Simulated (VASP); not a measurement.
Here is a VASP 6.6.1 calculation.

The input INCAR:

```
PREC = Accurate
ENCUT = 520
EDIFF = 1E-6
ISMEAR = 0
SIGMA = 0.05
LREAL = False
LASPH = True
NELM = 100
ALGO = Normal
ISIF = 2
LWAVE = False
LCHARG = False
GGA = PE
NBANDS = 11
```

KPOINTS

```
Automatic mesh
0
Gamma
  12 12 12
```

Contents of POSCAR:

```
C
1.0
    0.0000000000      1.7120640000      1.9260720000
    1.7120640000      0.0000000000      1.9260720000
    1.7120640000      1.7120640000      0.0000000000
C
2
Direct
    0.5000000000      0.5000000000      0.5000000000
    0.7500000000      0.7500000000      0.7500000000
```

Potentials or basis: VASP PAW PBE potentials, release 64 (C).

The run is started by

```bash
$ cat potpaw_PBE.64/C/POTCAR > POTCAR
$ mpirun -np 1 vasp_std > vasp.out
```

**Question.** Estimate the band gap on the k mesh.

**Answer.** 2.69 eV, indirect (least direct gap 4.57 eV).

**Question.** Predict the pressure.

**Answer.** 5.0 GPa.

Stress tensor (GPa, compression positive):
```
 45.88   0.00   0.00
  0.00  45.88   0.00
  0.00   0.00 -76.88
```

Caveat: the cell differs from its parent crystal (strain -0.040 along x and y, +0.080 along z). A k mesh can miss the band edges.
